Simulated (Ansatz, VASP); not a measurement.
## ZnSe: VASP beside Ansatz

```
Zn Se
1.0
     0.00000    2.81679    2.81679
     2.81679    0.00000    2.81679
     2.81679    2.81679    0.00000
Zn Se
1 1
Direct
  0.00000 0.00000 0.00000
  0.25000 0.25000 0.25000
```

Alike in both runs: functional PBEsol; k mesh 8 × 8 × 8; occupations gaussian, width 0.02 eV; no spin polarisation.

Ansatz relaxed the structure, and its values are those at the end. VASP's run is a single point on that final structure, the one shown.

```csv
,VASP,Ansatz
version,VASP 6.6.1,Ansatz 0.2.0
potentials or method,"VASP PAW PBE potentials, release 64 (Zn, Se), cutoff 500 eV","scalar-relativistic, plane waves, PAW"
valence electrons in the cell,18,28
```

```tsv
	VASP	Ansatz	Ansatz less VASP
gap on the k mesh at the Fermi level (eV)	1.24	1.24	-0.004
least direct gap on the mesh (eV)	1.24	1.24	-0.004
pressure (GPa)	0.3	0.0	-0.26
```

VASP's potentials were made for PBE, not for PBEsol. VASP's potentials hold 18 valence electrons a cell and Ansatz's 28, so a difference there can come from the potentials and not from the codes.
